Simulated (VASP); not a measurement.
Input of a VASP 6.6.1 run:

INCAR

```
PREC = Accurate
ENCUT = 520
EDIFF = 1E-6
ISMEAR = 0
SIGMA = 0.02
LREAL = F
LASPH = T
NELM = 80
ALGO = Normal
ISIF = 2
LWAVE = F
LCHARG = T
GGA = PE
LELF = T
LVHAR = T
NBANDS = 59
```

KPOINTS

```
Automatic mesh
0
Gamma
  6 6 6
```

POSCAR

```
Hg3O2
1.0
    2.9434183353      1.6993833682      7.2612273937
   -2.9434183353      1.6993833682      7.2612273937
    0.0000000000     -3.3987667365      7.2612273937
Hg O
6 4
Direct
    0.0201408545      0.4798591455      0.7500000000
    0.7500000000      0.0201408545      0.4798591455
    0.4798591455      0.7500000000      0.0201408545
    0.9798591455      0.5201408545      0.2500000000
    0.2500000000      0.9798591455      0.5201408545
    0.5201408545      0.2500000000      0.9798591455
    0.9033631267      0.9033631267      0.9033631267
    0.5966368733      0.5966368733      0.5966368733
    0.0966368733      0.0966368733      0.0966368733
    0.4033631267      0.4033631267      0.4033631267
```

Potentials or basis: VASP PAW PBE potentials, release 64 (Hg, O).

The run is started by

```bash
$ cat potpaw_PBE.64/Hg/POTCAR potpaw_PBE.64/O/POTCAR > POTCAR
$ mpirun -np 1 vasp_std > vasp.out
```

Task: What does it give for the largest force?

Result: 0.044 eV/Å.

Task: Estimate the pressure.

Result: 0.9 GPa.

Task: Predict the band gap on the k mesh.

Result: 1.39 eV.

Stress tensor (GPa, compression positive):
```
 1.39  0.00  0.00
 0.00  1.39  0.00
 0.00  0.00 -0.04
```

Caveat: spin-orbit coupling is left out, which moves the levels of the heavy elements. A k mesh can miss the band edges.
